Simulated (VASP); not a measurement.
# Re (I4/mmm) in VASP: notebook

Re is run at these levels: PBEsol; tasks: single point.

All numbers are computed with VASP 6.6.1; they aren't measurements. Logs are shortened: lines on timing, memory, paths and dates and some standing lists are left out, and cuts for length are marked.

### Step 1. The cell of the first run

The structure is tetragonal, space group I4/mmm (No. 139). Conventional cell: a = 2.709 Å, b = 2.709 Å, c = 3.891 Å, α = 90.00°, β = 90.00°, γ = 90.00°. Within 3.6 Å of Re (site symmetry 4/mmm) lie 12 Re at 2.71 to 2.73 Å.

This isn't the form of Re at room conditions, which is hcp.

### Step 2. Single point, PBEsol (strain -0.030 along x and y, -0.015 along z)

INCAR reads:

```
PREC     = Accurate       # precision mode
ENCUT    = 520            # plane-wave cutoff, eV
EDIFF    = 1E-7           # SCF threshold, eV
ISMEAR   = 0              # smearing method
SIGMA    = 0.15           # smearing width, eV
LREAL    = False          # projectors in reciprocal space
LASPH    = True           # aspherical terms in the spheres
NELM     = 60             # most SCF steps
ALGO     = Normal         # electronic algorithm
ISIF     = 2              # what is computed and relaxed
LWAVE    = False          # write WAVECAR
LCHARG   = False          # write CHGCAR
GGA      = PS             # functional
NBANDS   = 10             # bands
```

KPOINTS reads:

```
Automatic mesh
0
Gamma
  20 20 20
```

POSCAR reads:

```
Re
1.0
    0.0000000000      1.9157500000      1.9453750000
    1.9157500000      0.0000000000      1.9453750000
    1.9157500000      1.9157500000      0.0000000000
Re
1
Direct
    0.0000000000      0.0000000000      0.0000000000
```

Potentials or basis: VASP PAW PBE potentials, release 64 (Re).

On the command line:

```
> cat potpaw_PBE.64/Re/POTCAR > POTCAR
> mpirun -np 1 vasp_std > vasp.out
```

OUTCAR:

```text
PREC = Accurate
   ENCUT = 520
   EDIFF = 1E-7
   ISMEAR = 0
   LREAL = False
   LASPH = True
   NELM = 60
   ISIF = 2
   GGA = PS

 ion  position               nearest neighbor table
   1  0.000  0.000  0.000-

  LATTYP: Found a body centered tetragonal cell.
 ALAT       =     2.7092796321
 C/A-ratio  =     1.4360828443

  Lattice vectors:

 A1 = (  -1.9157500000,   0.0000000000,   1.9453750000)
 A2 = (   1.9157500000,   0.0000000000,   1.9453750000)
 A3 = (   0.0000000000,   1.9157500000,  -1.9453750000)

Analysis of symmetry for initial positions (statically):
=====================================================================
 Subroutine PRICEL returns:
 Original cell was already a primitive cell.

 Routine SETGRP: Setting up the symmetry group for a
 body centered tetragonal supercell.

 Subroutine GETGRP returns: Found 16 space group operations
 (whereof 16 operations were pure point group operations)
 out of a pool of 16 trial point group operations.

The static configuration has the point symmetry D_4h.

Analysis of symmetry for dynamics (positions and initial velocities):
=====================================================================
 Subroutine PRICEL returns:
 Original cell was already a primitive cell.

 Routine SETGRP: Setting up the symmetry group for a
 body centered tetragonal supercell.

 Subroutine GETGRP returns: Found 16 space group operations
 (whereof 16 operations were pure point group operations)
 out of a pool of 16 trial point group operations.

The dynamic configuration has the point symmetry D_4h.

 Subroutine INISYM returns: Found 16 space group operations
 (whereof 16 operations are pure point group operations),
 and found     1 'primitive' translations

----------------------------------------------------------------------------------------

                                     Primitive cell

  volume of cell :      14.2794

  direct lattice vectors                    reciprocal lattice vectors
     0.000000000  1.915750000  1.945375000    -0.260994389  0.260994389  0.257019855
     1.915750000  0.000000000  1.945375000     0.260994389 -0.260994389  0.257019855
     1.915750000  1.915750000  0.000000000     0.260994389  0.260994389 -0.257019855

  length of vectors
     2.730308033  2.730308033  2.709279632     0.449772551  0.449772551  0.449772551

  position of ions in fractional coordinates (direct lattice)
     0.000000000  0.000000000  0.000000000

  ion indices of the primitive-cell ions
   primitive index   ion index
                 1           1

----------------------------------------------------------------------------------------

 KPOINTS: Automatic mesh

Automatic generation of k-mesh.
 Grid dimensions read from file:
 generate k-points for:   20   20   20

 Generating k-lattice:

  Cartesian coordinates                     Fractional coordinates (reciprocal lattice)
    -0.013049719  0.013049719  0.012850993     0.050000000  0.000000000  0.000000000
     0.013049719 -0.013049719  0.012850993     0.000000000  0.050000000  0.000000000
     0.013049719  0.013049719 -0.012850993     0.000000000  0.000000000  0.050000000

  Length of vectors
     0.022488628  0.022488628  0.022488628

  Shift w.r.t. Gamma in fractional coordinates (k-lattice)
     0.000000000  0.000000000  0.000000000

 Subroutine IBZKPT returns following result:
 ===========================================

 Found    641 irreducible k-points:

 Following reciprocal coordinates:
            Coordinates               Weight
  0.000000  0.000000  0.000000      1.000000
  0.050000  0.000000  0.000000      8.000000
  0.100000  0.000000  0.000000      8.000000
  0.150000  0.000000  0.000000      8.000000
  0.200000  0.000000  0.000000      8.000000
  0.250000  0.000000  0.000000      8.000000
[... 16 lines left out ...]
 -0.400000  0.050000  0.000000      8.000000
 -0.350000  0.050000  0.000000      8.000000
 [... further k-points ...]
   k-points           NKPTS =    641   k-points in BZ     NKDIM =    641   number of bands    NBANDS=     10
   number of dos      NEDOS =    301   number of ions     NIONS =      1
   total plane-waves  NPLWV =   8000
   dimension x,y,z NGX =    20 NGY =   20 NGZ =   20
   dimension x,y,z NGXF=    40 NGYF=   40 NGZF=   40
   ions per type =               1
   NGX,Y,Z   is equivalent  to a cutoff of  12.18, 12.18, 12.27 a.u.
   NGXF,Y,Z  is equivalent  to a cutoff of  24.36, 24.36, 24.54 a.u.
 SYSTEM =  unknown system
   PREC   = accura    normal or accurate (medium, high low for compatibility)
   ISTART =      0    job   : 0-new  1-cont  2-samecut
   ICHARG =      2    charge: 1-file 2-atom 10-const
   ISPIN  =      1    spin polarized calculation?
   LNONCOLLINEAR =      F non collinear calculations
   LSORBIT =      F    spin-orbit coupling
   LASPH  =      T    aspherical Exc in radial PAW
   ENCUT  =  520.0 eV  38.22 Ry    6.18 a.u.   5.08  5.08  5.04*2*pi/ulx,y,z
   NELM   =     60;   NELMIN=  2; NELMDL= -5     # of ELM steps
   EDIFF  = 0.1E-06   stopping-criterion for ELM
   LREAL  =      F    real-space projection
   EDIFFG = 0.1E-05   stopping-criterion for IOM
   NSW    =      0    number of steps for IOM
   IBRION =     -1    ionic relax: 0-MD 1-quasi-New 2-CG
   NFREE  =      0    steps in history (QN), initial steepest desc. (CG)
   ISIF   =      2    stress and relaxation
   ISYM   =      2    0-nonsym 1-usesym 2-fastsym
   POTIM  = 0.5000    time-step for ionic-motion
   TEBEG  =    0.0;   TEEND  =   0.0 temperature during run
   PSTRESS=    0.0 pullay stress
   NELECT =       7.0000    total number of electrons
   NUPDOWN=      -1.0000    fix difference up-down
   EMIN   =  10.00;   EMAX   =-10.00  energy-range for DOS
   EFERMI =   0.00;   METHOD = LEGACY
   ISMEAR =     0;   SIGMA  =   0.15  broadening in eV -4-tet -1-fermi 0-gaus
   EFERMI_NEDOS =   21; number of points for ismear=-14 and -15
   IALGO  =     38    algorithm
   IMIX   =      4    mixing-type and parameters
     AMIX     =   0.40;   BMIX     =  1.00
     AMIX_MAG =   1.60;   BMIX_MAG =  1.00
  volume/ion in A,a.u.               =      14.28        96.36
  Fermi-wavevector in a.u.,A,eV,Ry     =   1.290834  2.439323 22.670753  1.666253
  Thomas-Fermi vector in A             =   2.422641
   LORBIT       =      0    0 simple, 1 ext, 2 COOP (PROOUT), +10 PAW based schemes
   GGA     = PS    functional components
   LHFCALC =     F    Hartree Fock is set to
   AEXX    =    0.0000 exact exchange contribution
   IVDW    =     0    specifies the selected vdW correction
   LEPSILON=     F    determine dielectric tensor
   LRPA    =     F    only Hartree local field effects (RPA)
 non-spin polarized calculation
 Gauss-broadening in eV      SIGMA  =   0.15
  energy-cutoff  :      520.00
  volume of cell :       14.28
 maximum number of plane-waves:       394
   NGX = 11   NGY = 11   NGZ =  9

 number of electron       7.0000001 magnetization

 Free energy of the ion-electron system (eV)
  ---------------------------------------------------
  ext. energy  EPLUGINS =         0.00000000
  ---------------------------------------------------
  free energy    TOTEN  =       -13.29569000 eV

  energy without entropy =      -13.28627082  energy(sigma->0) =      -13.29098041

 E-fermi :   8.3852     XC(G=0): -13.9843

 val. band max:        8.3845341982   @ k =  -0.2000   0.0000   0.2000
 cond. band min:       8.3853322280   @ k =   0.4500   0.1000   0.2500
 fundamental gap:      0.0007980298
 Fermi energy:         8.3851845891

 k-point     1 :       0.0000    0.0000    0.0000
  band No.  band energies     occupation
      1      -2.0111      2.00000
      2       6.2094      2.00000
      3       6.4424      2.00000
      4       6.4424      2.00000
      5       9.5348      0.00000
      6       9.8626      0.00000
      7      22.3482      0.00000
      8      27.7820      0.00000
      9      28.3380      0.00000
     10      28.3380      0.00000

 k-point     2 :       0.0500    0.0000    0.0000
  band No.  band energies     occupation
      1      -1.8898      2.00000
      2       6.2020      2.00000
      3       6.4223      2.00000
      4       6.5005      2.00000
      5       9.4897      0.00000
      6       9.8095      0.00000
      7      22.5877      0.00000
      8      27.4415      0.00000
      9      28.2483      0.00000
     10      28.5638      0.00000

 k-point     3 :       0.1000    0.0000    0.0000
  band No.  band energies     occupation
      1      -1.5369      2.00000
      2       6.0365      2.00000
      3       6.5167      2.00000
      4       6.6581      2.00000
      5       9.3858      0.00000
      6       9.6799      0.00000
      7      23.2514      0.00000
      8      26.2667      0.00000
      9      28.8355      0.00000
     10      29.2229      0.00000

 k-point     4 :       0.1500    0.0000    0.0000
  band No.  band energies     occupation
      1      -0.9890      2.00000
      2       5.7659      2.00000
      3       6.6883      2.00000
      4       6.8571      2.00000
      5       9.3166      0.00000
      6       9.5622      0.00000
      7      24.0031      0.00000
      8      25.2513      0.00000
      9      29.8530      0.00000
     10      30.2667      0.00000
[... 222 lines left out ...]
 k-point    22 :      -0.4500    0.0500    0.0000
  band No.  band energies     occupation
      1       1.3519      2.00000
      2       5.9191      2.00000
      3       6.3578      2.00000
      4       8.2553      1.77909
      5      12.1043      0.00000
      6      12.8009      0.00000
      7      18.8500      0.00000
      8      22.1902      0.00000
      9      28.6150      0.00000
     10      29.3125      0.00000

 k-point    23 :      -0.4000    0.0500    0.0000
  band No.  band energies     occupation
      1       1.3542      2.00000
      2       6.0392      2.00000
      3       6.4389      2.00000
      4       7.5855      2.00000
      5      11.5926      0.00000
      6      12.5063      0.00000
      7      19.5503      0.00000
      8      22.8199      0.00000
      9      29.0977      0.00000
     10      30.3479      0.00000

 k-point    24 :      -0.3500    0.0500    0.0000
  band No.  band energies     occupation
      1       1.3047      2.00000
      2       6.2242      2.00000
      3       6.5957      2.00000
      4       6.6876      2.00000
      5      10.9131      0.00000
      6      11.9291      0.00000
      7      20.4311      0.00000
      8      24.0207      0.00000
      9      30.1351      0.00000
     10      31.9049      0.00000

 [... further k-points ...]

------------------------ aborting loop because EDIFF is reached ----------------------------------------

  FORCE on cell =-STRESS in cart. coord.  units (eV):
  Direction    XX          YY          ZZ          XY          YZ          ZX
  --------------------------------------------------------------------------------------
  -------------------------------------------------------------------------------------
  Total        0.9876748      0.9876748      0.5348232      0.0000000     -0.0000000      0.0000000
  in kB      110.8188256    110.8188256     60.0080937      0.0000000     -0.0000000      0.0000000
  external PRESSURE =      93.8819150 kB  Pullay stress =       0.0000000 kB

 VOLUME and BASIS-vectors are now :
 -----------------------------------------------------------------------------
  energy-cutoff  :      520.00
  volume of cell :       14.28
      direct lattice vectors                 reciprocal lattice vectors
     0.000000000  1.915750000  1.945375000    -0.260994389  0.260994389  0.257019855
     1.915750000  0.000000000  1.945375000     0.260994389 -0.260994389  0.257019855
     1.915750000  1.915750000  0.000000000     0.260994389  0.260994389 -0.257019855

 POSITION                                       TOTAL-FORCE (eV/Angst)
 -----------------------------------------------------------------------------------
      0.00000      0.00000      0.00000        -0.000000      0.000000      0.000000
 -----------------------------------------------------------------------------------
    total drift:                                0.000000      0.000000     -0.000000

  FREE ENERGIE OF THE ION-ELECTRON SYSTEM (eV)
  ---------------------------------------------------
  free  energy   TOTEN  =       -13.2956900043 eV

  energy  without entropy=      -13.2862708181  energy(sigma->0) =      -13.29098041
```

Run time: 29 s. Hardware: 1 thread of Intel Xeon 6975P-C (Granite Rapids), shared host; peak memory 0.21 GiB.

Results:

| Property | Result |
| --- | --- |
| Free energy | -13.2957 eV |
| Pressure | 9.4 GPa |
| Band gap on the k mesh | zero (an odd number of electrons rules out a gap without spin polarisation) |

Caveat: the cell differs from its parent crystal (strain -0.030 along x and y, -0.015 along z); the cell stands under pressure; the PAW data sets were made with another functional, which shifts forces and pressure a little; spin-orbit coupling is left out, which moves the levels of the heavy elements.

### Step 3. Single point, PBEsol (strain -0.030 along x and y, +0.000 along z)

INCAR reads:

```
PREC = Accurate
ENCUT = 520
EDIFF = 1E-6
ISMEAR = 0
SIGMA = 0.15
LREAL = F
LASPH = T
NELM = 100
ALGO = Normal
ISIF = 2
LWAVE = F
LCHARG = T
GGA = PS
LELF = T
LVHAR = T
NBANDS = 10
```

KPOINTS is that of step 2.

POSCAR reads:

```
Re
1.0
    0.0000000000      1.9157500000      1.9750000000
    1.9157500000      0.0000000000      1.9750000000
    1.9157500000      1.9157500000      0.0000000000
Re
1
Direct
    0.0000000000      0.0000000000      0.0000000000
```

Potentials or basis: VASP PAW PBE potentials, release 64 (Re).

On the command line:

```
> cat potpaw_PBE.64/Re/POTCAR > POTCAR
> mpirun -np 1 vasp_std > vasp.out
```

Wall time 29 s (1 thread of Intel Xeon 6975P-C (Granite Rapids), shared host); peak memory 0.21 GiB.

It converged, with:

```
Free energy            : -13.2974 eV
Pressure               : 3.1 GPa
Band gap on the k mesh : zero (an odd number of electrons rules out a gap without spin polarisation)
```

Stress tensor (GPa, compression positive):
```
 6.36  0.00  0.00
 0.00  6.36  0.00
 0.00  0.00 -3.54
```

Levels at points of the mesh, in eV from the Fermi level:
```tsv
k point	band 1	band 2	band 3	band 4	band 5	band 6	band 7	band 8
(0.00, 0.00, 0.00)	-10.29	-2.28	-1.82	-1.82	0.95	1.60	13.96	18.96
(0.50, 0.00, 0.00)	-7.03	-2.44	-1.96	0.23	3.77	4.04	10.18	13.42
(0.50, 0.50, 0.00)	-7.02	-6.07	2.43	3.90	4.66	4.66	12.74	12.74
(0.50, 0.00, 0.50)	-7.00	-6.12	3.08	3.82	4.43	4.94	11.98	12.46
```

Caveat: the cell differs from its parent crystal (strain -0.030 along x and y, +0.000 along z); the cell stands under pressure; the PAW data sets were made with another functional, which shifts forces and pressure a little; spin-orbit coupling is left out, which moves the levels of the heavy elements.
